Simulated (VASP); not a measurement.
Set up this calculation in VASP 6.6.1, as the native input.

| Item | Value |
| --- | --- |
| Task | single point |
| Functional | r2SCAN |
| Dispersion | D3(BJ) |
| Potentials or basis | VASP PAW PBE potentials, release 64 (In_d, As) |
| Cutoff | 520 eV |
| k mesh | 5 × 5 × 5 |
| Occupations | fermi-dirac, width 0.05 eV |
| Spin | no spin polarisation |
| Dipole correction | no |
| Further INCAR settings | ALGO = Normal; EDIFF = 1e-06; NBANDS = 16 |

InAs:

```
CELL_PARAMETERS angstrom
4.06912 0.00000 0.00000
2.03456 3.52396 0.00000
2.03456 1.17465 3.32242
ATOMIC_POSITIONS crystal
In 0.50000 0.50000 0.50000
As 0.00000 0.00000 0.00000
```

These files were run (other wordings do the same):

POSCAR

```
InAs
1.0
    4.0691220000      0.0000000000      0.0000000000
    2.0345610000      3.5239630231      0.0000000000
    2.0345610000      1.1746543410      3.3224242004
In As
1 1
Direct
    0.5000000000      0.5000000000      0.5000000000
    0.0000000000      0.0000000000      0.0000000000
```

INCAR.step1

```
SYSTEM = InAs
PREC = Accurate
ENCUT = 520
ISMEAR = -1
SIGMA = 0.05
LREAL = .False.
LASPH = .True.
NELM = 60
NBANDS = 16
GGA = PE
ALGO = Normal
EDIFF = 1E-4
LWAVE = .True.
LCHARG = .False.
```

INCAR.step2

```
SYSTEM = InAs
PREC = Accurate
ENCUT = 520
EDIFF = 1E-6
ISMEAR = -1
SIGMA = 0.05
LREAL = .False.
LASPH = .True.
NELM = 60
ALGO = Normal
ISIF = 2
LWAVE = .False.
LCHARG = .False.
METAGGA = R2SCAN
LMIXTAU = .True.
IVDW = 12
VDW_S6 = 1.0
VDW_S8 = 0.78981345
VDW_A1 = 0.49484001
VDW_A2 = 5.73083694
NBANDS = 16
ISTART = 1
```

KPOINTS

```
regular mesh
0
Gamma
  5 5 5
  0 0 0
```

Potentials or basis: VASP PAW PBE potentials, release 64 (In_d, As).

Command:

```bash
$ cat potpaw_PBE.64/In_d/POTCAR potpaw_PBE.64/As/POTCAR > POTCAR
$ cp INCAR.step1 INCAR
$ mpirun -np 1 vasp_std > vasp.out
$ cp INCAR.step2 INCAR
$ mpirun -np 1 vasp_std > vasp.out
```

Results of the run:

```yaml
Pressure: -3.2 GPa
Band_gap_on_the_k_mesh: zero (band 9 reaches 6.07 eV, above the bottom of band 10 at 3.65 eV)
Dispersion_energy_per_atom: -0.177 eV
```

Caveat: the k points lie up to 0.38 Å⁻¹ apart; three body term missing; the PAW data sets were made with another functional, which shifts forces and pressure a little; spin-orbit coupling is left out, which moves the levels of the heavy elements; pairwise dispersion overbinds metals, which lowers pressure and volume.

Wall time 86 s on 1 thread of Intel Xeon 8259CL, with other jobs on the host, peak memory 0.18 GiB.
